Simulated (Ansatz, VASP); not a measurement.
**Pt in VASP and in Ansatz**

```xyz
6
Lattice="1.9579 -1.9579 0.0000 1.9579 0.0000 -1.9579 10.4297 10.4297 10.4297" Properties=species:S:1:pos:R:3 pbc="T T T"
Pt    3.2630   -0.6528   -0.6528
Pt    7.1788    7.1788    7.1788
Pt    3.2630    1.3051    1.3051
Pt    7.1788    3.2630    3.2630
Pt    3.2630    3.2630    3.2630
Pt    7.1788    5.2209    5.2209
```

Alike in both runs: task single point; functional PBE; k mesh 19 × 19 × 4; occupations gaussian, width 0.15 eV; no spin polarisation.

|  | VASP | Ansatz |
| --- | --- | --- |
| version | VASP 6.6.1 | Ansatz 0.2.0 |
| potentials or method | VASP PAW PBE potentials, release 64 (Pt), cutoff 520 eV | scalar-relativistic, plane waves, PAW |
| valence electrons in the cell | 60 | 108 |

|  | VASP | Ansatz | Ansatz less VASP |
| --- | --- | --- | --- |
| gap on the k mesh at the Fermi level (eV) | none | none | - |
| rms of the force components (eV/Å) | 0.203 | 0.211 | +0.0083 |

Atom by atom the forces differ by 0.008 eV/Å (rms over components). A gap of «none» marks a metal or a gap that the smearing closes. VASP's potentials hold 60 valence electrons a cell and Ansatz's 108, so a difference there can come from the potentials and not from the codes.

Spin-orbit coupling is off throughout.
